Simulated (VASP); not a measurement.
Wanted: the native input for a VASP 6.6.1 run.

```
Task                   : single point
Functional             : PBE
Potentials or basis    : VASP PAW PBE potentials, release 64 (Cs_sv, Ge_d)
Cutoff                 : 520 eV
k mesh                 : 12 × 12 × 6
Occupations            : gaussian, width 0.1 eV
Spin                   : no spin polarisation
Dipole correction      : no
Further INCAR settings : ALGO = Normal; EDIFF = 1e-06; NBANDS = 23
```

The structure of Cs2Ge lies in POSCAR:

```
Cs2Ge
1.0
    4.7452982193      0.0000000000      0.0000000000
   -2.3726491097      4.1095488065      0.0000000000
    0.0000000000      0.0000000000     10.0189171566
Cs Ge
2 1
Direct
    0.3333333333      0.6666666667      0.7460664449
    0.6666666667      0.3333333333      0.2539335551
    0.0000000000      0.0000000000      0.5000000000
```

These files were run (other wordings do the same):

INCAR

```
SYSTEM = Cs2Ge
PREC = Accurate
ENCUT = 520
EDIFF = 1E-6
ISMEAR = 0
SIGMA = 0.1
LREAL = .False.
LASPH = .True.
NELM = 100
ALGO = Normal
ISIF = 2
LWAVE = .False.
LCHARG = .True.
GGA = PE
LELF = .True.
LVHAR = .True.
NBANDS = 23
```

KPOINTS

```
regular mesh
0
Gamma
  12 12 6
  0 0 0
```

Potentials or basis: VASP PAW PBE potentials, release 64 (Cs_sv, Ge_d).

Command:

```sh
$ cat potpaw_PBE.64/Cs_sv/POTCAR potpaw_PBE.64/Ge_d/POTCAR > POTCAR
$ mpirun -np 1 vasp_std > vasp.out
```

Results of the run:

| Item | Value |
| --- | --- |
| Pressure | 0.0 GPa |
| Band gap on the k mesh | zero (band 16 reaches 1.54 eV, above the bottom of band 17 at 0.97 eV) |

Caveat: spin-orbit coupling is left out, which moves the levels of the heavy elements.

Wall time 4.6 min on 1 thread of AMD EPYC 9R45 96-Core Processor (Zen 5), with other jobs on the host, peak memory 0.56 GiB.
